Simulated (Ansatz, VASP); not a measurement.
# In: VASP beside Ansatz

Contents of INCAR:

```
SYSTEM = In
PREC = Accurate
ENCUT = 520
EDIFF = 1E-6
ISMEAR = 0
SIGMA = 0.05
LREAL = .FALSE.
LASPH = .TRUE.
NELM = 60
ALGO = Normal
ISIF = 2
LWAVE = .FALSE.
LCHARG = .FALSE.
GGA = PE
NBANDS = 12
```

KPOINTS

```
Automatic mesh
0
G
  8 8 8
  0 0 0
```

POSCAR

```
In
1.0
    0.0000000000      2.3954566354      2.3954566354
    2.3954566354      0.0000000000      2.3954566354
    2.3954566354      2.3954566354      0.0000000000
In
1
Direct
    0.0000000000      0.0000000000      0.0000000000
```

Input for Ansatz:

```yaml
crystal:
  lattice:
    - [0.0, 2.3954566354, 2.3954566354]
    - [2.3954566354, 0.0, 2.3954566354]
    - [2.3954566354, 2.3954566354, 0.0]
  atoms:
    - { symbol: In, position: [0.0, 0.0, 0.0] }
basis:
  ecutwfc: 420
  ecutrho_ratio: 4
kpoints:
  mp_grid: { grid: [8, 8, 8] }
hamiltonian:
  xc: pbe
scf:
  occupations: { method: gaussian, width: 0.05 }
output:
  forces: true
  stress: true
  eigenvalues: true
```

Alike in both runs: task single point; functional PBE; k mesh 8 × 8 × 8; occupations gaussian, width 0.05 eV; no spin polarisation.

|  | VASP | Ansatz |
| --- | --- | --- |
| version | VASP 6.6.1 | Ansatz 0.2.0 |
| potentials or method | VASP PAW PBE potentials, release 64 (In_d), cutoff 520 eV | scalar-relativistic, plane waves, PAW |
| valence electrons in the cell | 13 | 13 |

```tsv
	VASP	Ansatz	Ansatz less VASP
pressure (GPa)	0.0	0.0	+0.04
```
